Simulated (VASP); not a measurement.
The system is LiTaO2.

```
Li Ta O
1.0
     1.53558    0.88657    5.55321
    -1.53558    0.88657    5.55321
     0.00000   -1.77314    5.55321
Li Ta O
1 1 2
Cartesian
  0.0000 0.0000 0.0000
  0.0000 0.0000 8.3298
  0.0000 0.0000 3.8800
  0.0000 0.0000 12.7796
```

The cell was generated, and may not be a known phase.

```yaml
Program: VASP 6.6.1
Task: relaxation of cell and atoms
Functional: PBE
Potentials_or_basis: VASP PAW PBE potentials, release 64 (Li_sv, Ta_pv, O)
Cutoff: 600 eV
k_mesh: 6 × 6 × 6
Occupations: gaussian, width 0.1 eV
Spin: no spin polarisation
```

At the start: pressure 7.3 GPa; volume 11.34 Å³/atom.

Where does the relaxation end?

Over 10 steps the energy falls by 342.2 meV/atom and the volume is 9.68 Å³/atom (-14.7 %); space group R-3m (No. 166, to 0.1 Å) before and after.

The path:
| step | energy change (eV) | largest force (eV/Å) | pressure (GPa) | volume (Å³) |
| --- | --- | --- | --- | --- |
| 1 | 0.0000 | 3.4777 | 7.30 | 45.36 |
| 2 | -0.4720 | 0.2235 | -20.48 | 48.83 |
| 3 | -0.5125 | 0.8652 | -15.91 | 48.05 |
| 4 | -1.1129 | 0.0874 | -14.10 | 43.81 |
| 5 | -1.2406 | 0.7411 | -11.39 | 41.53 |
| 6 | -1.2857 | 1.1709 | 11.08 | 37.71 |
| 7 | -1.3489 | 0.2708 | 0.19 | 39.29 |
| 8 | -1.3608 | 0.2116 | -0.28 | 39.18 |
| 9 | -1.3666 | 0.1220 | -0.84 | 39.03 |
| 10 | -1.3689 | 0.0322 | 0.06 | 38.71 |

Final structure:
```
Li Ta O
1.0
     1.43897    0.83079    5.39612
    -1.43897    0.83079    5.39612
     0.00000   -1.66158    5.39612
Li Ta O
1 1 2
Direct
  0.00000 0.00000 0.00000
  0.50000 0.50000 0.50000
  0.25347 0.25347 0.25347
  0.74653 0.74653 0.74653
```

Caveat: the k points lie up to 0.43 Å⁻¹ apart in the final cell, too coarse for converged energies and pressures of a metal; the cutoff is under 1.25 times the usual one of these potentials, so pressure, stress and relaxed cells hold a basis-set (Pulay) error.
